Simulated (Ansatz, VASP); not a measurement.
Ta: VASP beside Ansatz

```xyz
2
Lattice="-3.5729 3.5748 1.4530 3.5748 -3.5729 1.4530 1.8928 1.8928 -1.4496" Properties=species:S:1:pos:R:3 pbc="T T T"
Ta   -1.6800    5.4675    0.0034
Ta   -0.8396    2.7343    0.7282
```

Alike in both runs: task single point; functional LDA; k mesh 15 × 15 × 14; occupations fermi-dirac, width 0.1 eV; no spin polarisation.

```csv
,VASP,Ansatz
version,VASP 6.6.1,Ansatz 0.2.0
potentials or method,"VASP PAW LDA potentials, release 64 (Ta_pv), cutoff 520 eV","plane waves (420 eV) with PAW, scalar-relativistic"
valence electrons in the cell,22,26
```

VASP gave:

* pressure (GPa): -18.8
* traceless stress, the component that is largest in VASP (GPa): -0.90

Task: What did Ansatz give for the same quantities?

Result: Pressure (GPa): -19.3; traceless stress, the component that is largest in VASP (GPa): -0.94.

Ansatz warns that its potentials were made for another functional, while VASP's fit it. LDA's correlation is that of Perdew and Zunger in VASP and of Perdew and Wang (1992) in Ansatz. VASP's potentials hold 22 valence electrons a cell and Ansatz's 26, so a difference there can come from the potentials and not from the codes.

Neither program's run includes spin-orbit coupling.
